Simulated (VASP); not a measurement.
Input of a VASP 6.6.1 run:

File INCAR:

```
SYSTEM = Sb
ALGO     = Normal         ! electronic algorithm
EDIFF    = 1E-6           ! SCF threshold, eV
ENCUT    = 520            ! plane-wave cutoff, eV
GGA      = CA             ! functional
ISIF     = 2              ! what is computed and relaxed
ISMEAR   = 0              ! smearing method
LASPH    = .TRUE.         ! aspherical terms in the spheres
LCHARG   = .FALSE.        ! write CHGCAR
LREAL    = .FALSE.        ! projectors in reciprocal space
LWAVE    = .FALSE.        ! write WAVECAR
NBANDS   = 8              ! bands
NELM     = 80             ! most SCF steps
PREC     = Accurate       ! precision mode
SIGMA    = 0.02           ! smearing width, eV
```

Contents of KPOINTS:

```
k-points
0
G
  12 12 12
  0 0 0
```

POSCAR

```
Sb
1.0
   -1.5765401831      1.5765401831      2.7119384313
    1.5765401831     -1.5765401831      2.7119384313
    1.5765401831      1.5765401831     -2.7119384313
Sb
1
Direct
    0.0000000000      0.0000000000      0.0000000000
```

Potentials or basis: VASP PAW LDA potentials, release 64 (Sb).

Run with:

```sh
$ cat potpaw_LDA.64/Sb/POTCAR > POTCAR
$ mpirun -np 1 vasp_std > vasp.out
```

(1) Predict the pressure.

Results:

(1) -2.3 GPa.
